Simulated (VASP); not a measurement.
Input of a VASP 6.6.1 run:

INCAR

```
PREC = Accurate ; ENCUT = 520
EDIFF = 1E-6 ; ISMEAR = 0
SIGMA = 0.05 ; LREAL = F
LASPH = T ; NELM = 60
ALGO = Normal ; ISIF = 2
LWAVE = F ; LCHARG = F
GGA = PE ; NBANDS = 17
```

File KPOINTS:

```
regular mesh
0
Gamma
  10 10 10
```

The input POSCAR:

```
PbSe
1.0
    0.0000000000      2.9528006235      2.9528006235
    2.9528006235      0.0000000000      2.9528006235
    3.3202586235      3.3202586235     -0.3674580000
Pb Se
1 1
Direct
    0.0000000000      0.0000000000      0.0000000000
    0.5000000000      0.5000000000      0.5000000000
```

Potentials or basis: VASP PAW PBE potentials, release 64 (Pb_d, Se).

Launch:

```sh
$ cat potpaw_PBE.64/Pb_d/POTCAR potpaw_PBE.64/Se/POTCAR > POTCAR
$ mpirun -np 1 vasp_std > vasp.out
```

Problem. What does it give for the band gap on the k mesh?

Solution. Zero (band 10 reaches 4.78 eV, above the bottom of band 11 at 4.12 eV).

Problem. Predict the pressure.

Solution. -1.2 GPa.

Stress tensor (GPa, compression positive):
```
-1.22 -2.35  2.35
-2.35 -1.22  2.35
 2.35  2.35 -1.22
```

Caveat: the cell differs from its parent crystal (strained); spin-orbit coupling is left out, which moves the levels of the heavy elements.
